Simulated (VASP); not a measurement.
# Cs2TaAgCl6 (Fm-3m) in VASP: further runs

The runs below take Cs2TaAgCl6 through single point, with PBE.

Program: VASP 6.6.1. These are calculated values, not measurements. Logs are shortened: lines on timing, memory, paths and dates and some standing lists are left out, and cuts for length are marked.

## (1) The cell of the first run

Symmetry: Fm-3m, No. 225, cubic system. Conventional cell: a = 10.565 Å, b = 10.565 Å, c = 10.565 Å, α = 90.00°, β = 90.00°, γ = 90.00°. Cs (site symmetry -43m) has 12 Cl at 3.74 Å and 4 Ta at 4.57 Å and 4 Ag at 4.57 Å within 4.9 Å. Ta (site symmetry m-3m) has 6 Cl at 2.50 Å within 3.3 Å. Ag (site symmetry m-3m) has 6 Cl at 2.79 Å within 3.7 Å. Within 3.3 Å of Cl (site symmetry 4mm) lie 1 Ta at 2.50 Å and 1 Ag at 2.79 Å.

## (2) Single point, PBE

File INCAR:

```
SYSTEM = Cs2TaAgCl6
PREC = Accurate ; ENCUT = 520
EDIFF = 1E-7 ; ISMEAR = 1
SIGMA = 0.05 ; LREAL = .FALSE.
LASPH = .TRUE. ; NELM = 80
ALGO = Normal ; ISIF = 2
LWAVE = .FALSE. ; LCHARG = .FALSE.
GGA = PE ; NBANDS = 52
```

File KPOINTS:

```
Automatic mesh
0
G
  4 4 4
  0 0 0
```

File POSCAR:

```
Cs2TaAgCl6
1.0
    0.0000000000      5.2826610000      5.2826610000
    5.2826610000      0.0000000000      5.2826610000
    5.2826610000      5.2826610000      0.0000000000
Cs Ta Ag Cl
2 1 1 6
Direct
    0.7500000000      0.7500000000      0.7500000000
    0.2500000000      0.2500000000      0.2500000000
    0.5000000000      0.5000000000      0.5000000000
    0.0000000000      0.0000000000      0.0000000000
    0.7363280000      0.2636720000      0.2636720000
    0.2636720000      0.2636720000      0.7363280000
    0.2636720000      0.7363280000      0.7363280000
    0.2636720000      0.7363280000      0.2636720000
    0.7363280000      0.2636720000      0.7363280000
    0.7363280000      0.7363280000      0.2636720000
```

Potentials or basis: VASP PAW PBE potentials, release 64 (Cs_sv, Ta_pv, Ag, Cl).

Started as:

```sh
cat potpaw_PBE.64/Cs_sv/POTCAR potpaw_PBE.64/Ta_pv/POTCAR potpaw_PBE.64/Ag/POTCAR potpaw_PBE.64/Cl/POTCAR > POTCAR
mpirun -np 1 vasp_std > vasp.out
```

OUTCAR:

```text
SYSTEM = Cs2TaAgCl6
   PREC = Accurate
   ENCUT = 520
   EDIFF = 1E-7
   ISMEAR = 1
   LREAL = .FALSE.
   LASPH = .TRUE.
   NELM = 80
   ISIF = 2
   GGA = PE

 ion  position               nearest neighbor table
   1  0.750  0.750  0.750-
   2  0.250  0.250  0.250-
   3  0.500  0.500  0.500-   5 2.50   6 2.50   7 2.50   8 2.50   9 2.50  10 2.50
   4  0.000  0.000  0.000-   5 2.79   6 2.79   7 2.79   8 2.79   9 2.79  10 2.79
   5  0.736  0.264  0.264-   3 2.50   4 2.79
   6  0.264  0.264  0.736-   3 2.50   4 2.79
   7  0.264  0.736  0.736-   3 2.50   4 2.79
   8  0.264  0.736  0.264-   3 2.50   4 2.79
   9  0.736  0.264  0.736-   3 2.50   4 2.79
  10  0.736  0.736  0.264-   3 2.50   4 2.79

  LATTYP: Found a face centered cubic cell.
 ALAT       =    10.5653220000

  Lattice vectors:

 A1 = (   0.0000000000,   5.2826610000,   5.2826610000)
 A2 = (   5.2826610000,   0.0000000000,   5.2826610000)
 A3 = (   5.2826610000,   5.2826610000,   0.0000000000)

Analysis of symmetry for initial positions (statically):
=====================================================================
 Subroutine PRICEL returns:
 Original cell was already a primitive cell.

 Routine SETGRP: Setting up the symmetry group for a
 face centered cubic supercell.

 Subroutine GETGRP returns: Found 48 space group operations
 (whereof 48 operations were pure point group operations)
 out of a pool of 48 trial point group operations.

The static configuration has the point symmetry O_h .

Analysis of symmetry for dynamics (positions and initial velocities):
=====================================================================
 Subroutine PRICEL returns:
 Original cell was already a primitive cell.

 Routine SETGRP: Setting up the symmetry group for a
 face centered cubic supercell.

 Subroutine GETGRP returns: Found 48 space group operations
 (whereof 48 operations were pure point group operations)
 out of a pool of 48 trial point group operations.

The dynamic configuration has the point symmetry O_h .

 Subroutine INISYM returns: Found 48 space group operations
 (whereof 48 operations are pure point group operations),
 and found     1 'primitive' translations

----------------------------------------------------------------------------------------

                                     Primitive cell

  volume of cell :     294.8412

  direct lattice vectors                    reciprocal lattice vectors
     0.000000000  5.282661000  5.282661000    -0.094649269  0.094649269  0.094649269
     5.282661000  0.000000000  5.282661000     0.094649269 -0.094649269  0.094649269
     5.282661000  5.282661000  0.000000000     0.094649269  0.094649269 -0.094649269

  length of vectors
     7.470810832  7.470810832  7.470810832     0.163937342  0.163937342  0.163937342

  position of ions in fractional coordinates (direct lattice)
     0.750000000  0.750000000  0.750000000
     0.250000000  0.250000000  0.250000000
     0.500000000  0.500000000  0.500000000
     0.000000000  0.000000000  0.000000000
     0.736328000  0.263672000  0.263672000
     0.263672000  0.263672000  0.736328000
     0.263672000  0.736328000  0.736328000
     0.263672000  0.736328000  0.263672000
     0.736328000  0.263672000  0.736328000
     0.736328000  0.736328000  0.263672000

  ion indices of the primitive-cell ions
   primitive index   ion index
                 1           1
                 2           2
                 3           3
                 4           4
                 5           5
                 6           6
                 7           7
                 8           8
                 9           9
                10          10

----------------------------------------------------------------------------------------

 KPOINTS: Automatic mesh

Automatic generation of k-mesh.
 Grid dimensions read from file:
 generate k-points for:    4    4    4

 Generating k-lattice:

  Cartesian coordinates                     Fractional coordinates (reciprocal lattice)
    -0.023662317  0.023662317  0.023662317     0.250000000  0.000000000  0.000000000
     0.023662317 -0.023662317  0.023662317     0.000000000  0.250000000  0.000000000
     0.023662317  0.023662317 -0.023662317     0.000000000  0.000000000  0.250000000

  Length of vectors
     0.040984336  0.040984336  0.040984336

  Shift w.r.t. Gamma in fractional coordinates (k-lattice)
     0.000000000  0.000000000  0.000000000

 Subroutine IBZKPT returns following result:
 ===========================================

 Found      8 irreducible k-points:

 Following reciprocal coordinates:
            Coordinates               Weight
  0.000000  0.000000  0.000000      1.000000
  0.250000  0.000000  0.000000      8.000000
  0.500000  0.000000  0.000000      4.000000
  0.250000  0.250000  0.000000      6.000000
  0.500000  0.250000  0.000000     24.000000
 -0.250000  0.250000  0.000000     12.000000
  0.500000  0.500000  0.000000      3.000000
 -0.250000  0.500000  0.250000      6.000000
   k-points           NKPTS =      8   k-points in BZ     NKDIM =      8   number of bands    NBANDS=     52
   number of dos      NEDOS =    301   number of ions     NIONS =     10
   total plane-waves  NPLWV = 175616
   dimension x,y,z NGX =    56 NGY =   56 NGZ =   56
   dimension x,y,z NGXF=   112 NGYF=  112 NGZF=  112
   ions per type =               2   1   1   6
   NGX,Y,Z   is equivalent  to a cutoff of  12.46, 12.46, 12.46 a.u.
   NGXF,Y,Z  is equivalent  to a cutoff of  24.92, 24.92, 24.92 a.u.
 SYSTEM =  Cs2TaAgCl6
   PREC   = accura    normal or accurate (medium, high low for compatibility)
   ISTART =      0    job   : 0-new  1-cont  2-samecut
   ICHARG =      2    charge: 1-file 2-atom 10-const
   ISPIN  =      1    spin polarized calculation?
   LNONCOLLINEAR =      F non collinear calculations
   LSORBIT =      F    spin-orbit coupling
   LASPH  =      T    aspherical Exc in radial PAW
   ENCUT  =  520.0 eV  38.22 Ry    6.18 a.u.  13.89 13.89 13.89*2*pi/ulx,y,z
   NELM   =     80;   NELMIN=  2; NELMDL= -5     # of ELM steps
   EDIFF  = 0.1E-06   stopping-criterion for ELM
   LREAL  =      F    real-space projection
   EDIFFG = 0.1E-05   stopping-criterion for IOM
   NSW    =      0    number of steps for IOM
   IBRION =     -1    ionic relax: 0-MD 1-quasi-New 2-CG
   NFREE  =      0    steps in history (QN), initial steepest desc. (CG)
   ISIF   =      2    stress and relaxation
   ISYM   =      2    0-nonsym 1-usesym 2-fastsym
   POTIM  = 0.5000    time-step for ionic-motion
   TEBEG  =    0.0;   TEEND  =   0.0 temperature during run
   PSTRESS=    0.0 pullay stress
   NELECT =      82.0000    total number of electrons
   NUPDOWN=      -1.0000    fix difference up-down
   EMIN   =  10.00;   EMAX   =-10.00  energy-range for DOS
   EFERMI =   0.00;   METHOD = LEGACY
   ISMEAR =     1;   SIGMA  =   0.05  broadening in eV -4-tet -1-fermi 0-gaus
   EFERMI_NEDOS =   21; number of points for ismear=-14 and -15
   IALGO  =     38    algorithm
   IMIX   =      4    mixing-type and parameters
     AMIX     =   0.40;   BMIX     =  1.00
     AMIX_MAG =   1.60;   BMIX_MAG =  1.00
  volume/ion in A,a.u.               =      29.48       198.97
  Fermi-wavevector in a.u.,A,eV,Ry     =   1.068604  2.019368 15.536684  1.141914
  Thomas-Fermi vector in A             =   2.204257
   LORBIT       =      0    0 simple, 1 ext, 2 COOP (PROOUT), +10 PAW based schemes
   GGA     = PE    functional components
   LHFCALC =     F    Hartree Fock is set to
   AEXX    =    0.0000 exact exchange contribution
   IVDW    =     0    specifies the selected vdW correction
   LEPSILON=     F    determine dielectric tensor
   LRPA    =     F    only Hartree local field effects (RPA)
 non-spin polarized calculation
 Methfessel and Paxton  Order N= 1 SIGMA  =   0.05
  energy-cutoff  :      520.00
  volume of cell :      294.84
 maximum number of plane-waves:      7968
   NGX = 27   NGY = 27   NGZ = 27

 number of electron      82.0000010 magnetization

 Free energy of the ion-electron system (eV)
  ---------------------------------------------------
  ext. energy  EPLUGINS =         0.00000000
  ---------------------------------------------------
  free energy    TOTEN  =       -39.80061686 eV

  energy without entropy =      -39.79977833  energy(sigma->0) =      -39.80033735

 E-fermi :   3.8135     XC(G=0):  -8.5117

 val. band max:        3.7758428903   @ k =   0.5000   0.2500   0.0000
 cond. band min:       3.8166889522   @ k =   0.2500   0.0000   0.0000
 fundamental gap:      0.0408460619
 Fermi energy:         3.8134590642

 k-point     1 :       0.0000    0.0000    0.0000
  band No.  band energies     occupation
      1     -32.4686      2.00000
      2     -32.4686      2.00000
      3     -32.4686      2.00000
      4     -18.9248      2.00000
      5     -18.9084      2.00000
      6     -13.4879      2.00000
[... 44 lines left out ...]
     51       6.7274      0.00000
     52       6.7274      0.00000

 k-point     2 :       0.2500    0.0000    0.0000
  band No.  band energies     occupation
      1     -32.4686      2.00000
      2     -32.4686      2.00000
      3     -32.4686      2.00000
      4     -18.9218      2.00000
      5     -18.9103      2.00000
      6     -13.4534      2.00000
[... 44 lines left out ...]
     51       7.3565      0.00000
     52       7.3565      0.00000
[... 273 lines left out ...]
     51       8.2046      0.00000
     52       8.2055      0.00000

 k-point     8 :      -0.2500    0.5000    0.2500
  band No.  band energies     occupation
      1     -32.4686      2.00000
      2     -32.4686      2.00000
      3     -32.4686      2.00000
      4     -18.9152      2.00000
      5     -18.9152      2.00000
      6     -13.3944      2.00000
[... 44 lines left out ...]
     51       7.9916      0.00000
     52       8.1298      0.00000

------------------------ aborting loop because EDIFF is reached ----------------------------------------

  FORCE on cell =-STRESS in cart. coord.  units (eV):
  Direction    XX          YY          ZZ          XY          YZ          ZX
  --------------------------------------------------------------------------------------
  -------------------------------------------------------------------------------------
  Total       -0.7901837     -0.7901837     -0.7901837     -0.0000000      0.0000000     -0.0000000
  in kB       -4.2938853     -4.2938853     -4.2938853     -0.0000000      0.0000000     -0.0000000
  external PRESSURE =      -4.2938853 kB  Pullay stress =       0.0000000 kB

 VOLUME and BASIS-vectors are now :
 -----------------------------------------------------------------------------
  energy-cutoff  :      520.00
  volume of cell :      294.84
      direct lattice vectors                 reciprocal lattice vectors
     0.000000000  5.282661000  5.282661000    -0.094649269  0.094649269  0.094649269
     5.282661000  0.000000000  5.282661000     0.094649269 -0.094649269  0.094649269
     5.282661000  5.282661000  0.000000000     0.094649269  0.094649269 -0.094649269

 POSITION                                       TOTAL-FORCE (eV/Angst)
 -----------------------------------------------------------------------------------
      7.92399      7.92399      7.92399         0.000000      0.000000      0.000000
      2.64133      2.64133      2.64133         0.000000      0.000000      0.000000
      5.28266      5.28266      5.28266         0.000000      0.000000      0.000000
      0.00000      0.00000      0.00000         0.000000      0.000000      0.000000
      2.78578      5.28266      5.28266         0.217735      0.000000      0.000000
      5.28266      5.28266      2.78578         0.000000      0.000000      0.217735
      7.77954      5.28266      5.28266        -0.217735      0.000000      0.000000
      5.28266      2.78578      5.28266         0.000000      0.217735      0.000000
      5.28266      7.77954      5.28266         0.000000     -0.217735      0.000000
      5.28266      5.28266      7.77954         0.000000      0.000000     -0.217735
 -----------------------------------------------------------------------------------
    total drift:                                0.000000      0.000000      0.000000

  FREE ENERGIE OF THE ION-ELECTRON SYSTEM (eV)
  ---------------------------------------------------
  free  energy   TOTEN  =       -39.8006168565 eV

  energy  without entropy=      -39.7997783294  energy(sigma->0) =      -39.80033735
```

It took 1.7 min on 1 thread of Intel Xeon 6975P-C (Granite Rapids), shared host; peak memory 0.5 GiB.

What came out:

* Free energy: -39.8006 eV
* Pressure: -0.4 GPa
* Largest force: 0.218 eV/Å
* Band gap on the k mesh: zero (band 41 reaches 3.86 eV, above the bottom of band 42 at 3.76 eV)

Forces on the atoms (eV/Å):
```
Cs   0.000  0.000  0.000
Cs   0.000  0.000  0.000
Ta   0.000  0.000  0.000
Ag   0.000  0.000  0.000
Cl   0.218  0.000  0.000
Cl   0.000  0.000  0.218
Cl  -0.218  0.000  0.000
Cl   0.000  0.218  0.000
Cl   0.000 -0.218  0.000
Cl   0.000  0.000 -0.218
```

Caveat: spin-orbit coupling is left out, which moves the levels of the heavy elements.

## (3) Single point, PBE

File INCAR:

```
  PREC = Accurate
  ENCUT = 520
  EDIFF = 1E-6
  ISMEAR = 1
  SIGMA = 0.05
  LREAL = F
  LASPH = T
  NELM = 100
  ALGO = Normal
  ISIF = 2
  LWAVE = F
  LCHARG = F
  GGA = PE
  NBANDS = 52
```

File KPOINTS:

```
Automatic mesh
0
Gamma
  4 4 4
```

POSCAR is that of step 2.

Potentials or basis: VASP PAW PBE potentials, release 64 (Cs_sv, Ta_pv, Ag, Cl).

Started as:

```sh
cat potpaw_PBE.64/Cs_sv/POTCAR potpaw_PBE.64/Ta_pv/POTCAR potpaw_PBE.64/Ag/POTCAR potpaw_PBE.64/Cl/POTCAR > POTCAR
mpirun -np 1 vasp_std > vasp.out
```

Wall time 1.8 min (1 thread of Intel Xeon 6975P-C (Granite Rapids), shared host); peak memory 0.48 GiB.

The run converged. Its results:

```
Free energy            : -39.8006 eV
Pressure               : -0.4 GPa
Largest force          : 0.217 eV/Å
Band gap on the k mesh : zero (band 41 reaches 3.86 eV, above the bottom of band 42 at 3.76 eV)
```

Forces in eV/Å, atoms in the order of the input:
```
Cs   0.000  0.000  0.000
Cs   0.000  0.000  0.000
Ta   0.000  0.000  0.000
Ag   0.000  0.000  0.000
Cl   0.217  0.000  0.000
Cl   0.000  0.000  0.217
Cl  -0.217  0.000  0.000
Cl   0.000  0.217  0.000
Cl   0.000 -0.217  0.000
Cl   0.000  0.000 -0.217
```

Levels at points of the mesh, in eV from the Fermi level:
```
           k point  band 39  band 40  band 41  band 42  band 43  band 44
(0.00, 0.00, 0.00)    -3.98    -3.98    -0.05    -0.05    -0.05     0.01
(0.50, 0.00, 0.00)    -3.39    -3.39    -0.07     0.04     0.04     1.39
(0.50, 0.50, 0.00)    -3.99    -3.98    -0.08    -0.05     0.24     0.24
```

Caveat: spin-orbit coupling is left out, which moves the levels of the heavy elements.
